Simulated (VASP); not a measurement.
# Li2Se (Fm-3m) in VASP: notebook

Li2Se is run at these levels: PBEsol; tasks: single point, relaxation of cell and atoms.

Everything below comes from runs of VASP 6.6.1. Logs are shortened: lines on timing, memory, paths and dates and some standing lists are left out, and cuts for length are marked.

### Step 1. The cell of the first run

Symmetry: Fm-3m, No. 225, cubic system. Conventional cell: a = 5.945 Å, b = 5.945 Å, c = 5.945 Å, α = 90.00°, β = 90.00°, γ = 90.00°. Within 3.4 Å of Li (site symmetry -43m) lie 4 Se at 2.57 Å and 6 Li at 2.97 Å. Se (site symmetry m-3m) has 8 Li at 2.57 Å within 3.4 Å.

### Step 2. Single point, PBEsol

INCAR reads:

```
SYSTEM = Li2Se
PREC     = Accurate       ! precision mode
ENCUT    = 750            ! plane-wave cutoff, eV
EDIFF    = 1E-6           ! SCF threshold, eV
ISMEAR   = 0              ! smearing method
SIGMA    = 0.02           ! smearing width, eV
LREAL    = .FALSE.        ! projectors in reciprocal space
LASPH    = .TRUE.         ! aspherical terms in the spheres
NELM     = 120            ! most SCF steps
ALGO     = Normal         ! electronic algorithm
ISIF     = 2              ! what is computed and relaxed
LWAVE    = .FALSE.        ! write WAVECAR
LCHARG   = .FALSE.        ! write CHGCAR
GGA      = PS             ! functional
NBANDS   = 13             ! bands
GGA_COMPAT= .FALSE.
```

KPOINTS reads:

```
Automatic mesh
0
G
  8 8 8
  0 0 0
```

POSCAR reads:

```
Li2Se
1.0
    0.0000000000      2.9723766250      2.9723766250
    2.9723766250      0.0000000000      2.9723766250
    2.9723766250      2.9723766250      0.0000000000
Li Se
2 1
Direct
    0.2500000000      0.2500000000      0.2500000000
    0.7500000000      0.7500000000      0.7500000000
    0.0000000000      0.0000000000      0.0000000000
```

Potentials or basis: VASP PAW PBE potentials, release 64 (Li_sv, Se).

Run with:

```sh
$ cat potpaw_PBE.64/Li_sv/POTCAR potpaw_PBE.64/Se/POTCAR > POTCAR
$ mpirun -np 1 vasp_std > vasp.out
```

OUTCAR:

```text
SYSTEM = Li2Se
   PREC = Accurate
   ENCUT = 750
   EDIFF = 1E-6
   ISMEAR = 0
   LREAL = .FALSE.
   LASPH = .TRUE.
   NELM = 120
   ISIF = 2
   GGA = PS

 ion  position               nearest neighbor table
   1  0.250  0.250  0.250-   3 2.57   3 2.57   3 2.57   3 2.57
   2  0.750  0.750  0.750-   3 2.57   3 2.57   3 2.57   3 2.57
   3  0.000  0.000  0.000-   2 2.57   1 2.57   2 2.57   1 2.57   2 2.57   2 2.57   1 2.57   1 2.57

  LATTYP: Found a face centered cubic cell.
 ALAT       =     5.9447532500

  Lattice vectors:

 A1 = (   0.0000000000,   2.9723766250,   2.9723766250)
 A2 = (   2.9723766250,   0.0000000000,   2.9723766250)
 A3 = (   2.9723766250,   2.9723766250,   0.0000000000)

Analysis of symmetry for initial positions (statically):
=====================================================================
 Subroutine PRICEL returns:
 Original cell was already a primitive cell.

 Routine SETGRP: Setting up the symmetry group for a
 face centered cubic supercell.

 Subroutine GETGRP returns: Found 48 space group operations
 (whereof 48 operations were pure point group operations)
 out of a pool of 48 trial point group operations.

The static configuration has the point symmetry O_h .

Analysis of symmetry for dynamics (positions and initial velocities):
=====================================================================
 Subroutine PRICEL returns:
 Original cell was already a primitive cell.

 Routine SETGRP: Setting up the symmetry group for a
 face centered cubic supercell.

 Subroutine GETGRP returns: Found 48 space group operations
 (whereof 48 operations were pure point group operations)
 out of a pool of 48 trial point group operations.

The dynamic configuration has the point symmetry O_h .

 Subroutine INISYM returns: Found 48 space group operations
 (whereof 48 operations are pure point group operations),
 and found     1 'primitive' translations

----------------------------------------------------------------------------------------

                                     Primitive cell

  volume of cell :      52.5220

  direct lattice vectors                    reciprocal lattice vectors
     0.000000000  2.972376625  2.972376625    -0.168215561  0.168215561  0.168215561
     2.972376625  0.000000000  2.972376625     0.168215561 -0.168215561  0.168215561
     2.972376625  2.972376625  0.000000000     0.168215561  0.168215561 -0.168215561

  length of vectors
     4.203575336  4.203575336  4.203575336     0.291357897  0.291357897  0.291357897

  position of ions in fractional coordinates (direct lattice)
     0.250000000  0.250000000  0.250000000
     0.750000000  0.750000000  0.750000000
[... 95 lines left out ...]
   EFERMI_NEDOS =   21; number of points for ismear=-14 and -15
   IALGO  =     38    algorithm
   IMIX   =      4    mixing-type and parameters
     AMIX     =   0.40;   BMIX     =  1.00
     AMIX_MAG =   1.60;   BMIX_MAG =  1.00
  volume/ion in A,a.u.               =      17.51       118.15
  Fermi-wavevector in a.u.,A,eV,Ry     =   1.000817  1.891270 13.628071  1.001635
  Thomas-Fermi vector in A             =   2.133198
   LORBIT       =      0    0 simple, 1 ext, 2 COOP (PROOUT), +10 PAW based schemes
   GGA     = PS    functional components
   LHFCALC =     F    Hartree Fock is set to
   AEXX    =    0.0000 exact exchange contribution
   IVDW    =     0    specifies the selected vdW correction
   LEPSILON=     F    determine dielectric tensor
   LRPA    =     F    only Hartree local field effects (RPA)
 non-spin polarized calculation
 Gauss-broadening in eV      SIGMA  =   0.02
  energy-cutoff  :      750.00
  volume of cell :       52.52
 maximum number of plane-waves:      2469
 NGX is ok and might be reduce to    40
   NGX = 19   NGY = 19   NGZ = 19

 number of electron      12.0000000 magnetization

 Free energy of the ion-electron system (eV)
  ---------------------------------------------------
  ext. energy  EPLUGINS =         0.00000000
  ---------------------------------------------------
  free energy    TOTEN  =       -11.55990840 eV

  energy without entropy =      -11.55990840  energy(sigma->0) =      -11.55990840

 E-fermi :   1.1890     XC(G=0):  -8.4922

 val. band max:        1.0915403290   @ k =   0.0000   0.0000   0.0000
 cond. band min:       3.9002121902   @ k =   0.5000   0.5000   0.0000
 fundamental gap:      2.8086718612
 Fermi energy:         1.1890264453

 k-point     1 :       0.0000    0.0000    0.0000
  band No.  band energies     occupation
      1     -42.8800      2.00000
      2     -42.8510      2.00000
      3     -10.3995      2.00000
      4       1.0915      2.00000
      5       1.0915      2.00000
      6       1.0915      2.00000
      7       4.4561      0.00000
      8       6.6710      0.00000
      9       6.6711      0.00000
     10       6.6711      0.00000
     11      11.7227      0.00000
     12      11.7227      0.00000
     13      12.0163      0.00000
[... 354 lines left out ...]
  band No.  band energies     occupation
      1     -42.8649      2.00000
      2     -42.8649      2.00000
      3      -9.9487      2.00000
      4      -1.6480      2.00000
      5      -0.2772      2.00000
      6       0.1095      2.00000
      7       6.4183      0.00000
      8       6.8596      0.00000
      9       8.7621      0.00000
     10       9.5050      0.00000
     11      10.5408      0.00000
     12      11.8812      0.00000
     13      13.8718      0.00000

 [... further k-points ...]

------------------------ aborting loop because EDIFF is reached ----------------------------------------

  FORCE on cell =-STRESS in cart. coord.  units (eV):
  Direction    XX          YY          ZZ          XY          YZ          ZX
  --------------------------------------------------------------------------------------
  -------------------------------------------------------------------------------------
  Total        0.0057220      0.0057220      0.0057220     -0.0000000     -0.0000000      0.0000000
  in kB        0.1745496      0.1745496      0.1745496     -0.0000000     -0.0000000      0.0000000
  external PRESSURE =       0.1745496 kB  Pullay stress =       0.0000000 kB

 VOLUME and BASIS-vectors are now :
 -----------------------------------------------------------------------------
  energy-cutoff  :      750.00
  volume of cell :       52.52
      direct lattice vectors                 reciprocal lattice vectors
     0.000000000  2.972376625  2.972376625    -0.168215561  0.168215561  0.168215561
     2.972376625  0.000000000  2.972376625     0.168215561 -0.168215561  0.168215561
     2.972376625  2.972376625  0.000000000     0.168215561  0.168215561 -0.168215561

 POSITION                                       TOTAL-FORCE (eV/Angst)
 -----------------------------------------------------------------------------------
      1.48619      1.48619      1.48619         0.000000      0.000000      0.000000
      4.45856      4.45856      4.45856        -0.000000     -0.000000     -0.000000
      0.00000      0.00000      0.00000        -0.000000     -0.000000     -0.000000
 -----------------------------------------------------------------------------------
    total drift:                                0.000000     -0.000000      0.000000

  FREE ENERGIE OF THE ION-ELECTRON SYSTEM (eV)
  ---------------------------------------------------
  free  energy   TOTEN  =       -11.5599083983 eV

  energy  without entropy=      -11.5599083983  energy(sigma->0) =      -11.55990840
```

stdout:

```text
POSCAR found type information on POSCAR LiSe
 POSCAR found :  2 types and       3 ions
 scaLAPACK will be used
 -----------------------------------------------------------------------------
|                                                                             |
|                                                                             |
|     You enforced a specific xc type in the INCAR file but a different       |
|     I HOPE YOU KNOW WHAT YOU ARE DOING!                                     |
|                                                                             |
 -----------------------------------------------------------------------------

 LDA part: xc-table for (Slater+PW92), standard interpolation
 POSCAR, INCAR and KPOINTS ok, starting setup
 FFT: planning ... GRIDC
 FFT: planning ... GRID_SOFT
 FFT: planning ... GRID
 WAVECAR not read
 entering main loop
```

It took 67 s on 1 thread of Intel Xeon 8259CL, shared host; peak memory 0.25 GiB.

Results:

| Property | Result |
| --- | --- |
| Free energy | -11.5599 eV |
| Pressure | 0.0 GPa |
| Band gap on the k mesh | 2.81 eV (least direct gap 3.36 eV) |

Caveat: the PAW data sets were made with another functional, which shifts forces and pressure a little. A hybrid or GW would open this gap; PBEsol tends to underestimate it.

### Step 3. Single point, PBEsol

INCAR reads:

```
SYSTEM = Li2Se
PREC = Accurate
ENCUT = 750
EDIFF = 1E-6
ISMEAR = 0
SIGMA = 0.01
LREAL = .FALSE.
LASPH = .TRUE.
NELM = 120
ALGO = Normal
ISIF = 2
LWAVE = .FALSE.
LCHARG = .FALSE.
GGA = PS
NBANDS = 13
GGA_COMPAT = .FALSE.
```

KPOINTS reads:

```
regular mesh
0
G
  8 8 8
  0 0 0
```

POSCAR is that of step 2.

Potentials or basis: VASP PAW PBE potentials, release 64 (Li_sv, Se).

Run with:

```sh
$ cat potpaw_PBE.64/Li_sv/POTCAR potpaw_PBE.64/Se/POTCAR > POTCAR
$ mpirun -np 1 vasp_std > vasp.out
```

Run time: 70 s. Hardware: 1 thread of Intel Xeon 8259CL, shared host; peak memory 0.25 GiB.

It converged, with:

```
Free energy            : -11.5599 eV
Pressure               : 0.0 GPa
Band gap on the k mesh : 2.81 eV (least direct gap 3.36 eV)
```

Levels at points of the mesh, in eV from the valence-band top:
| k point | band 2 | band 3 | band 4 | band 5 | band 6 | band 7 | band 8 | band 9 | band 10 | band 11 |
| --- | --- | --- | --- | --- | --- | --- | --- | --- | --- | --- |
| (0.00, 0.00, 0.00) | -43.94 | -11.49 | 0.00 | 0.00 | 0.00 | 3.36 | 5.58 | 5.58 | 5.58 | 10.63 |
| (0.50, 0.00, 0.00) | -43.96 | -11.10 | -3.04 | -0.55 | -0.55 | 5.14 | 5.90 | 5.90 | 7.91 | 11.59 |
| (0.50, 0.50, 0.00) | -43.95 | -10.98 | -2.37 | -1.51 | -1.51 | 2.81 | 6.20 | 10.42 | 10.42 | 11.62 |

Caveat: the PAW data sets were made with another functional, which shifts forces and pressure a little. A k mesh can miss the band edges.

### Step 4. Relaxation of cell and atoms, PBEsol

INCAR reads:

```
SYSTEM = Li2Se
PREC = Accurate
ENCUT = 750
EDIFF = 1E-7
ISMEAR = 0
SIGMA = 0.01
LREAL = .False.
LASPH = .True.
NELM = 120
ALGO = Normal
ISIF = 3
LWAVE = .False.
LCHARG = .False.
GGA = PS
IBRION = 2
NSW = 80
EDIFFG = -0.001
GGA_COMPAT = .False.
NELMIN = 4
```

KPOINTS reads:

```
Automatic mesh
0
Gamma
  8 8 8
  0 0 0
```

POSCAR is that of step 3.

Run with:

```sh
$ cat potpaw_PBE.64/Li_sv/POTCAR potpaw_PBE.64/Se/POTCAR > POTCAR
$ mpirun -np 1 vasp_std > vasp.out
```

It took 79 s on 1 thread of Intel Xeon 8259CL, shared host; peak memory 0.25 GiB.

Results (log left out):

* Free energy: -11.5599 eV
* Relaxed volume: 17.51 Å³/atom
* Relaxed cell: a = 4.204 Å, b = 4.204 Å, c = 4.204 Å, α = 60.00°, β = 60.00°, γ = 60.00°
* Space group after relaxing (to 0.1 Å): Fm-3m (No. 225)
* Energy gained by relaxing: 0.0 meV/atom
* Ionic steps: 2
* Pressure after relaxing: 0.0 GPa
* Band gap on the k mesh: 2.81 eV (least direct gap 3.36 eV)

Final structure:
```
CELL_PARAMETERS angstrom
0.00000 2.97258 2.97258
2.97258 0.00000 2.97258
2.97258 2.97258 0.00000
ATOMIC_POSITIONS crystal
Li 0.25000 0.25000 0.25000
Li 0.75000 0.75000 0.75000
Se 0.00000 0.00000 0.00000
```

Levels at points of the mesh, in eV from the valence-band top:
```
           k point  band 4  band 5  band 6  band 7  band 8  band 9
(0.00, 0.00, 0.00)    0.00    0.00    0.00    3.36    5.58    5.58
(0.50, 0.00, 0.00)   -3.04   -0.55   -0.55    5.14    5.90    5.90
(0.50, 0.50, 0.00)   -2.37   -1.51   -1.51    2.81    6.20   10.41
```

Caveat: the PAW data sets were made with another functional, which shifts forces and pressure a little. A k mesh can miss the band edges.

### Step 5. Relaxation of cell and atoms, PBEsol

This run uses another cell than the first one, of 18.05 Å³/atom.

INCAR reads:

```
  PREC = Accurate
  ENCUT = 750
  EDIFF = 1E-7
  ISMEAR = 0
  SIGMA = 0.02
  LREAL = False
  LASPH = True
  NELM = 120
  ALGO = Normal
  ISIF = 3
  LWAVE = False
  LCHARG = False
  GGA = PS
  IBRION = 2
  NSW = 100
  EDIFFG = -0.005
  GGA_COMPAT = False
  NELMIN = 4
```

KPOINTS reads:

```
regular mesh
0
Gamma
  8 8 8
```

POSCAR reads:

```
Li2Se
1.0
    0.0000000000      3.0025000000      3.0025000000
    3.0025000000      0.0000000000      3.0025000000
    3.0025000000      3.0025000000      0.0000000000
Li Se
2 1
Direct
    0.2500000000      0.2500000000      0.2500000000
    0.7500000000      0.7500000000      0.7500000000
    0.0000000000      0.0000000000      0.0000000000
```

Run with:

```sh
$ cat potpaw_PBE.64/Li_sv/POTCAR potpaw_PBE.64/Se/POTCAR > POTCAR
$ mpirun -np 1 vasp_std > vasp.out
```

Run time: 2.1 min. Hardware: 1 thread of Intel Xeon 8259CL, shared host; peak memory 0.25 GiB.

The run converged. Its results:

| Quantity | Value |
| --- | --- |
| Free energy | -11.5606 eV |
| Relaxed volume | 17.52 Å³/atom |
| Relaxed cell | a = 4.205 Å, b = 4.205 Å, c = 4.205 Å, α = 60.00°, β = 60.00°, γ = 60.00° |
| Space group after relaxing (to 0.1 Å) | Fm-3m (No. 225) |
| Energy gained by relaxing | 1.7 meV/atom |
| Ionic steps | 3 |
| Pressure after relaxing | 0.0 GPa |
| Band gap on the k mesh | 2.81 eV (least direct gap 3.36 eV) |

The path:
```
step  energy change (eV)  largest force (eV/Å)  pressure (GPa)  volume (Å³)
   1              0.0000                0.0000           -1.00        54.14
   2             -0.0040                0.0000           -0.46        53.26
   3             -0.0050                0.0000           -0.01        52.57
```

Final structure:
```yaml
crystal:
  lattice:
    - [0.00000, 2.97321, 2.97321]
    - [2.97321, 0.00000, 2.97321]
    - [2.97321, 2.97321, 0.00000]
  atoms:
    - { symbol: Li, position: [0.25000, 0.25000, 0.25000] }
    - { symbol: Li, position: [0.75000, 0.75000, 0.75000] }
    - { symbol: Se, position: [0.00000, 0.00000, 0.00000] }
```

Levels at points of the mesh, in eV from the valence-band top:
```
           k point  band 3  band 4  band 5  band 6  band 7  band 8  band 9  band 10
(0.00, 0.00, 0.00)  -11.49    0.00    0.00    0.00    3.36    5.58    5.58     5.58
(0.50, 0.00, 0.00)  -11.10   -3.04   -0.55   -0.55    5.14    5.90    5.90     7.90
(0.50, 0.50, 0.00)  -10.98   -2.37   -1.51   -1.51    2.81    6.20   10.41    10.41
```

Caveat: the PAW data sets were made with another functional, which shifts forces and pressure a little. A k mesh can miss the band edges.

### Step 6. The runs side by side

```csv
task,cell,smearing,gap on the mesh (eV),pressure (GPa),relaxed volume (Å³/atom)
single point,"a = 4.204 Å, angles 60.0°, 3 atoms",gaussian 0.02 eV,2.81,0.0,-
single point,"a = 4.204 Å, angles 60.0°, 3 atoms",gaussian 0.01 eV,2.81,0.0,-
relaxation of cell and atoms,"relaxed from a = 4.204 Å, angles 60.0°, 3 atoms",gaussian 0.01 eV,2.81,0.0,17.51
relaxation of cell and atoms,"relaxed from a = 4.246 Å, angles 60.0°, 3 atoms",gaussian 0.02 eV,2.81,0.0,17.52
```

Alike in all rows: level PBEsol; potentials or basis VASP PAW PBE potentials, release 64 (Li_sv, Se); no spin polarisation; k mesh 8 × 8 × 8; cutoff (eV) 750.

Caveats: the PAW data sets were made with another functional, which shifts forces and pressure a little.

Total energies depend on the potentials used, so only differences within one code and one set of settings carry meaning.
